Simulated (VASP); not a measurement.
# Fe3CoGe4 (C2/m) in VASP: single point with PBE

Aim: the single point of Fe3CoGe4 with PBE.

Everything below comes from runs of VASP 6.6.1. Logs are shortened: lines on timing, memory, paths and dates and some standing lists are left out, and cuts for length are marked.

### Step 1. The cell of the first run

The structure is monoclinic, space group C2/m (No. 12). The conventional cell has a = 12.056 Å, b = 4.105 Å, c = 5.067 Å, α = 90.00°, β = 104.13°, γ = 90.00°. Within 3.3 Å of Fe (site symmetry 2/m) lie 2 Co at 2.53 Å and 6 Ge at 2.55 to 2.56 Å and 2 Fe at 2.71 Å. Fe (site symmetry m) has 7 Ge at 2.52 to 2.85 Å and 3 Fe at 2.55 to 2.71 Å and 1 Co at 2.73 Å within 3.3 Å. Co (site symmetry 2/m) has 6 Ge at 2.51 to 2.54 Å and 4 Fe at 2.53 to 2.73 Å within 3.3 Å. Ge (site symmetry m) has 1 Co at 2.51 Å and 5 Fe at 2.52 to 2.78 Å and 3 Ge at 2.77 to 3.19 Å within 3.3 Å. Within 3.3 Å of Ge (site symmetry m) lie 2 Co at 2.54 Å and 5 Fe at 2.55 to 2.85 Å and 3 Ge at 2.98 to 3.19 Å.

### Step 2. Single point, PBE, collinear spin, ferromagnetic start

INCAR

```
  PREC = Accurate
  ENCUT = 520
  EDIFF = 1E-7
  ISMEAR = 0
  SIGMA = 0.1
  LREAL = False
  LASPH = True
  NELM = 150
  ALGO = Normal
  ISIF = 2
  LWAVE = False
  LCHARG = False
  ISPIN = 2
  MAGMOM = 4 4 4 3 0 0 0 0
  LORBIT = 11
  LMAXMIX = 4
  GGA = PE
  NBANDS = 58
```

KPOINTS

```
regular mesh
0
Gamma
  4 4 4
```

POSCAR

```
Fe3CoGe4
1.0
    6.0278007200     -2.0527275500      0.0000000000
    6.0278007200      2.0527275500      0.0000000000
   -1.2370909400      0.0000000000      4.9133734600
Fe Co Ge
3 1 4
Direct
    0.0000000000      0.0000000000      0.0000000000
    0.7940949800      0.7940949800      0.6356799000
    0.2059050200      0.2059050200      0.3643201000
    0.0000000000      0.0000000000      0.5000000000
    0.1877144900      0.1877144900      0.8489465100
    0.8122855100      0.8122855100      0.1510534900
    0.4312626100      0.4312626100      0.7073906100
    0.5687373900      0.5687373900      0.2926093900
```

Potentials or basis: VASP PAW PBE potentials, release 64 (Fe, Co, Ge_d).

Command:

```
$ cat potpaw_PBE.64/Fe/POTCAR potpaw_PBE.64/Co/POTCAR potpaw_PBE.64/Ge_d/POTCAR > POTCAR
$ mpirun -np 1 vasp_std > vasp.out
```

OUTCAR:

```text
PREC = Accurate
   ENCUT = 520
   EDIFF = 1E-7
   ISMEAR = 0
   LREAL = False
   LASPH = True
   NELM = 150
   ISIF = 2
   ISPIN = 2
   LORBIT = 11
   GGA = PE

 ion  position               nearest neighbor table
   1  0.000  0.000  0.000-   4 2.53   4 2.53   8 2.55   8 2.55   7 2.55   7 2.55   6 2.56   5 2.56
                             2 2.71   3 2.71
   2  0.794  0.794  0.636-   6 2.52   3 2.55   3 2.55   6 2.57   7 2.61   7 2.61   1 2.71   4 2.73
                             5 2.78   5 2.78   8 2.85
   3  0.206  0.206  0.364-   5 2.52   2 2.55   2 2.55   5 2.57   8 2.61   8 2.61   1 2.71   4 2.73
                             6 2.78   6 2.78   7 2.85
   4  0.000  0.000  0.500-   5 2.51   6 2.51   1 2.53   1 2.53   8 2.54   8 2.54   7 2.54   7 2.54
                             3 2.73   2 2.73
   5  0.188  0.188  0.849-   4 2.51   3 2.52   1 2.56   3 2.57   6 2.77   6 2.77   2 2.78   2 2.78

   6  0.812  0.812  0.151-   4 2.51   2 2.52   1 2.56   2 2.57   5 2.77   5 2.77   3 2.78   3 2.78

   7  0.431  0.431  0.707-   4 2.54   4 2.54   1 2.55   1 2.55   2 2.61   2 2.61   3 2.85
   8  0.569  0.569  0.293-   4 2.54   4 2.54   1 2.55   1 2.55   3 2.61   3 2.61   2 2.85

  LATTYP: Found a base centered monoclinic cell.
 ALAT       =    12.0556014400
 B/A-ratio  =     0.3405433665
 C/A-ratio  =     0.4202791681
 COS(beta)  =    -0.2441602049

  Lattice vectors:

 A1 = (   6.0278007200,  -2.0527275500,   0.0000000000)
 A2 = (   6.0278007200,   2.0527275500,   0.0000000000)
 A3 = (  -1.2370909400,   0.0000000000,   4.9133734600)

Analysis of symmetry for initial positions (statically):
=====================================================================
 Subroutine PRICEL returns:
 Original cell was already a primitive cell.

 Routine SETGRP: Setting up the symmetry group for a
 base centered monoclinic supercell.

 Subroutine GETGRP returns: Found  4 space group operations
 (whereof  4 operations were pure point group operations)
 out of a pool of  4 trial point group operations.

The static configuration has the point symmetry C_2h.

Analysis of symmetry for dynamics (positions and initial velocities):
=====================================================================
 Subroutine PRICEL returns:
 Original cell was already a primitive cell.

 Routine SETGRP: Setting up the symmetry group for a
 base centered monoclinic supercell.

 Subroutine GETGRP returns: Found  4 space group operations
 (whereof  4 operations were pure point group operations)
 out of a pool of  4 trial point group operations.

The dynamic configuration has the point symmetry C_2h.

Analysis of structural, dynamic, and magnetic symmetry:
=====================================================================
 Subroutine PRICEL returns:
 Original cell was already a primitive cell.

 Routine SETGRP: Setting up the symmetry group for a
 base centered monoclinic supercell.

 Subroutine GETGRP returns: Found  4 space group operations
 (whereof  4 operations were pure point group operations)
 out of a pool of  4 trial point group operations.

The overall configuration has the point symmetry C_2h.

 Subroutine INISYM returns: Found  4 space group operations
 (whereof  4 operations are pure point group operations),
 and found     1 'primitive' translations

----------------------------------------------------------------------------------------

                                     Primitive cell

  volume of cell :     121.5906

  direct lattice vectors                    reciprocal lattice vectors
     6.027800720 -2.052727550  0.000000000     0.082948993 -0.243578355  0.020884927
     6.027800720  2.052727550  0.000000000     0.082948993  0.243578355  0.020884927
    -1.237090940  0.000000000  4.913373460     0.000000000  0.000000000  0.203526153

  length of vectors
     6.367736797  6.367736797  5.066718144     0.258161056  0.258161056  0.203526153

  position of ions in fractional coordinates (direct lattice)
     0.000000000  0.000000000  0.000000000
     0.794094980  0.794094980  0.635679900
     0.205905020  0.205905020  0.364320100
     0.000000000  0.000000000  0.500000000
     0.187714490  0.187714490  0.848946510
     0.812285510  0.812285510  0.151053490
     0.431262610  0.431262610  0.707390610
     0.568737390  0.568737390  0.292609390

  ion indices of the primitive-cell ions
   primitive index   ion index
                 1           1
                 2           2
                 3           3
                 4           4
                 5           5
                 6           6
                 7           7
                 8           8

----------------------------------------------------------------------------------------

 KPOINTS: regular mesh

Automatic generation of k-mesh.
 Grid dimensions read from file:
 generate k-points for:    4    4    4

 Generating k-lattice:

  Cartesian coordinates                     Fractional coordinates (reciprocal lattice)
     0.020737248 -0.060894589  0.005221232     0.250000000 -0.000000000  0.000000000
     0.020737248  0.060894589  0.005221232    -0.000000000  0.250000000  0.000000000
     0.000000000  0.000000000  0.050881538     0.000000000  0.000000000  0.250000000

  Length of vectors
     0.064540264  0.064540264  0.050881538

  Shift w.r.t. Gamma in fractional coordinates (k-lattice)
     0.000000000  0.000000000  0.000000000

 Subroutine IBZKPT returns following result:
 ===========================================

 Found     24 irreducible k-points:

 Following reciprocal coordinates:
            Coordinates               Weight
  0.000000  0.000000  0.000000      1.000000
  0.250000  0.000000  0.000000      4.000000
  0.500000  0.000000  0.000000      2.000000
  0.250000  0.250000  0.000000      2.000000
  0.500000  0.250000  0.000000      4.000000
 -0.250000  0.250000  0.000000      2.000000
[... 16 lines left out ...]
 -0.250000  0.250000  0.500000      2.000000
  0.500000  0.500000  0.500000      1.000000
   k-points           NKPTS =     24   k-points in BZ     NKDIM =     24   number of bands    NBANDS=     58
   number of dos      NEDOS =    301   number of ions     NIONS =      8
   total plane-waves  NPLWV =  92160
   dimension x,y,z NGX =    48 NGY =   48 NGZ =   40
   dimension x,y,z NGXF=    96 NGYF=   96 NGZF=   80
   ions per type =               3   1   4
   NGX,Y,Z   is equivalent  to a cutoff of  12.53, 12.53, 13.12 a.u.
   NGXF,Y,Z  is equivalent  to a cutoff of  25.06, 25.06, 26.25 a.u.
 SYSTEM =  unknown system
   PREC   = accura    normal or accurate (medium, high low for compatibility)
   ISTART =      0    job   : 0-new  1-cont  2-samecut
   ICHARG =      2    charge: 1-file 2-atom 10-const
   ISPIN  =      2    spin polarized calculation?
   LNONCOLLINEAR =      F non collinear calculations
   LSORBIT =      F    spin-orbit coupling
   LASPH  =      T    aspherical Exc in radial PAW
   ENCUT  =  520.0 eV  38.22 Ry    6.18 a.u.  11.84 11.84  9.42*2*pi/ulx,y,z
   NELM   =    150;   NELMIN=  2; NELMDL= -5     # of ELM steps
   EDIFF  = 0.1E-06   stopping-criterion for ELM
   LREAL  =      F    real-space projection
   EDIFFG = 0.1E-05   stopping-criterion for IOM
   NSW    =      0    number of steps for IOM
   IBRION =     -1    ionic relax: 0-MD 1-quasi-New 2-CG
   NFREE  =      0    steps in history (QN), initial steepest desc. (CG)
   ISIF   =      2    stress and relaxation
   ISYM   =      2    0-nonsym 1-usesym 2-fastsym
   POTIM  = 0.5000    time-step for ionic-motion
   TEBEG  =    0.0;   TEEND  =   0.0 temperature during run
   PSTRESS=    0.0 pullay stress
   NELECT =      89.0000    total number of electrons
   NUPDOWN=      -1.0000    fix difference up-down
   EMIN   =  10.00;   EMAX   =-10.00  energy-range for DOS
   EFERMI =   0.00;   METHOD = LEGACY
   ISMEAR =     0;   SIGMA  =   0.10  broadening in eV -4-tet -1-fermi 0-gaus
   EFERMI_NEDOS =   21; number of points for ismear=-14 and -15
   IALGO  =     38    algorithm
   IMIX   =      4    mixing-type and parameters
     AMIX     =   0.40;   BMIX     =  1.00
     AMIX_MAG =   1.60;   BMIX_MAG =  1.00
  volume/ion in A,a.u.               =      15.20       102.57
  Fermi-wavevector in a.u.,A,eV,Ry     =   1.475383  2.788070 29.616559  2.176756
  Thomas-Fermi vector in A             =   2.590039
   LORBIT       =     11    0 simple, 1 ext, 2 COOP (PROOUT), +10 PAW based schemes
   GGA     = PE    functional components
   LHFCALC =     F    Hartree Fock is set to
   AEXX    =    0.0000 exact exchange contribution
   IVDW    =     0    specifies the selected vdW correction
   LEPSILON=     F    determine dielectric tensor
   LRPA    =     F    only Hartree local field effects (RPA)
 spin polarized calculation
 Gauss-broadening in eV      SIGMA  =   0.10
  energy-cutoff  :      520.00
  volume of cell :      121.59
 maximum number of plane-waves:      3294
   NGX = 23   NGY = 23   NGZ = 19

 number of electron      89.0000022 magnetization      10.8029579

 number of electron      89.0000023 magnetization       6.8401070

 Free energy of the ion-electron system (eV)
  ---------------------------------------------------
  ext. energy  EPLUGINS =         0.00000000
  ---------------------------------------------------
  free energy    TOTEN  =       -50.42785530 eV

  energy without entropy =      -50.40908860  energy(sigma->0) =      -50.41847195

 E-fermi :   6.7385     XC(G=0): -11.8824

 val. band max:        6.7349295538   @ k =   0.5000   0.0000   0.5000
 cond. band min:       6.7529934144   @ k =   0.2500   0.2500   0.2500
 fundamental gap:      0.0180638606
 Fermi energy:         6.7385458696

 spin component 1

 k-point     1 :       0.0000    0.0000    0.0000
  band No.  band energies     occupation
      1     -17.9728      1.00000
      2     -17.9625      1.00000
      3     -17.9484      1.00000
      4     -17.9405      1.00000
      5     -17.9383      1.00000
      6     -17.9190      1.00000
[... 1405 lines left out ...]
     55      10.6154      0.00000
     56      11.2784      0.00000
 Fermi energy:         6.7385458696

 spin component 2

 k-point     1 :       0.0000    0.0000    0.0000
  band No.  band energies     occupation
      1     -17.9820      1.00000
      2     -17.9660      1.00000
      3     -17.9584      1.00000
      4     -17.9494      1.00000
      5     -17.9431      1.00000
      6     -17.9281      1.00000
[... 1405 lines left out ...]
     55      10.9392      0.00000
     56      11.6068      0.00000
 [bands above 56 left out]

------------------------ aborting loop because EDIFF is reached ----------------------------------------

  FORCE on cell =-STRESS in cart. coord.  units (eV):
  Direction    XX          YY          ZZ          XY          YZ          ZX
  --------------------------------------------------------------------------------------
  -------------------------------------------------------------------------------------
  Total       -4.6724448     -8.3123127     -9.3870690      0.0000000      0.0000000     -0.5254537
  in kB      -61.5679637   -109.5298486   -123.6917184      0.0000000      0.0000000     -6.9238091
  external PRESSURE =     -98.2631769 kB  Pullay stress =       0.0000000 kB

 VOLUME and BASIS-vectors are now :
 -----------------------------------------------------------------------------
  energy-cutoff  :      520.00
  volume of cell :      121.59
      direct lattice vectors                 reciprocal lattice vectors
     6.027800720 -2.052727550  0.000000000     0.082948993 -0.243578355  0.020884927
     6.027800720  2.052727550  0.000000000     0.082948993  0.243578355  0.020884927
    -1.237090940  0.000000000  4.913373460     0.000000000  0.000000000  0.203526153

 POSITION                                       TOTAL-FORCE (eV/Angst)
 -----------------------------------------------------------------------------------
      0.00000      0.00000      0.00000         0.000000     -0.000000      0.000000
      8.78690      0.00000      3.12333         0.091958     -0.000000     -0.139742
      2.03161      0.00000      1.79004        -0.091958     -0.000000      0.139742
     -0.61855      0.00000      2.45669         0.000000      0.000000      0.000000
      1.21279      0.00000      4.17119        -0.250310     -0.000000     -0.294830
      9.60572      0.00000      0.74218         0.250310     -0.000000      0.294830
      4.32402      0.00000      3.47567         0.099787     -0.000000     -0.223858
      6.49449      0.00000      1.43770        -0.099787     -0.000000      0.223858
 -----------------------------------------------------------------------------------
    total drift:                                0.000000      0.000000     -0.000000

  FREE ENERGIE OF THE ION-ELECTRON SYSTEM (eV)
  ---------------------------------------------------
  free  energy   TOTEN  =       -50.4278552960 eV

  energy  without entropy=      -50.4090886013  energy(sigma->0) =      -50.41847195

 total charge

# of ion       s       p       d       tot
------------------------------------------
    1        0.401   0.473   6.303   7.177
    2        0.381   0.430   6.285   7.096
    3        0.381   0.430   6.285   7.096
    4        0.408   0.457   7.403   8.268
    5        1.142   1.109  10.048  12.299
    6        1.142   1.109  10.048  12.299
    7        1.131   1.108  10.052  12.291
    8        1.131   1.108  10.052  12.291
--------------------------------------------------
tot          6.116   6.225  66.476  78.817

 magnetization (x)

# of ion       s       p       d       tot
------------------------------------------
    1        0.013   0.001   2.025   2.039
    2        0.006   0.000   2.215   2.222
    3        0.006   0.000   2.215   2.222
    4       -0.004  -0.012   0.752   0.736
    5        0.009  -0.072  -0.002  -0.065
    6        0.009  -0.072  -0.002  -0.065
    7       -0.000  -0.067  -0.001  -0.069
    8       -0.000  -0.067  -0.001  -0.069
--------------------------------------------------
tot          0.039  -0.289   7.200   6.951
```

Run time: 22 min. Hardware: 1 thread of Intel Xeon 8259CL, shared host; peak memory 0.53 GiB.

Results:

```
Free energy                                           : -50.4279 eV
Pressure                                              : -9.8 GPa
Largest force                                         : 0.387 eV/Å
Net moment                                            : 6.84 μB per cell
Site moments                                          : Fe +2.04, +2.22 (each value once); Co +0.74; Ge -0.07 μB
Valence electrons inside the program's atomic spheres : Fe 7.18, 7.10 (each value once); Co 8.27; Ge 12.30, 12.29 (each value once)
```

Forces on the atoms (eV/Å):
```
Fe   0.000  0.000  0.000
Fe   0.092  0.000 -0.140
Fe  -0.092  0.000  0.140
Co   0.000  0.000  0.000
Ge  -0.250  0.000 -0.295
Ge   0.250  0.000  0.295
Ge   0.100  0.000 -0.224
Ge  -0.100  0.000  0.224
```

Levels at points of the mesh, in eV from the Fermi level:
Spin up:
```csv
k point,band 45,band 46,band 47,band 48,band 49,band 50,band 51,band 52
"(0.00, 0.00, 0.00)",-0.89,-0.34,-0.23,-0.09,0.44,0.53,1.45,3.38
"(0.50, 0.00, 0.00)",-1.37,-1.34,-1.25,-1.14,-0.53,0.30,0.87,1.64
"(0.50, 0.50, 0.00)",-1.17,-0.55,-0.43,0.08,1.29,1.34,1.51,1.52
"(0.00, 0.00, 0.50)",-0.77,-0.32,0.33,0.72,0.80,1.79,1.93,2.28
"(0.50, 0.00, 0.50)",-1.36,-1.25,-0.96,-0.87,0.00,0.44,1.97,2.16
"(0.50, 0.50, 0.50)",-0.29,-0.07,0.20,0.26,0.55,1.58,2.37,2.48
```
Spin down:
| k point | band 38 | band 39 | band 40 | band 41 | band 42 | band 43 | band 44 | band 45 |
| --- | --- | --- | --- | --- | --- | --- | --- | --- |
| (0.00, 0.00, 0.00) | -0.66 | -0.40 | -0.14 | -0.11 | 0.28 | 0.42 | 0.58 | 1.00 |
| (0.50, 0.00, 0.00) | -0.99 | -0.82 | -0.45 | -0.44 | -0.31 | 0.14 | 0.33 | 0.41 |
| (0.50, 0.50, 0.00) | -0.82 | -0.75 | -0.44 | -0.41 | 0.33 | 0.38 | 0.57 | 0.62 |
| (0.00, 0.00, 0.50) | -0.97 | -0.66 | -0.36 | 0.39 | 0.42 | 0.51 | 0.57 | 0.72 |
| (0.50, 0.00, 0.50) | -0.93 | -0.83 | -0.51 | -0.47 | -0.28 | 0.12 | 0.33 | 0.54 |
| (0.50, 0.50, 0.50) | -0.83 | -0.39 | -0.30 | -0.27 | -0.16 | 0.41 | 0.68 | 1.12 |

Caveat: the k points lie up to 0.41 Å⁻¹ apart.
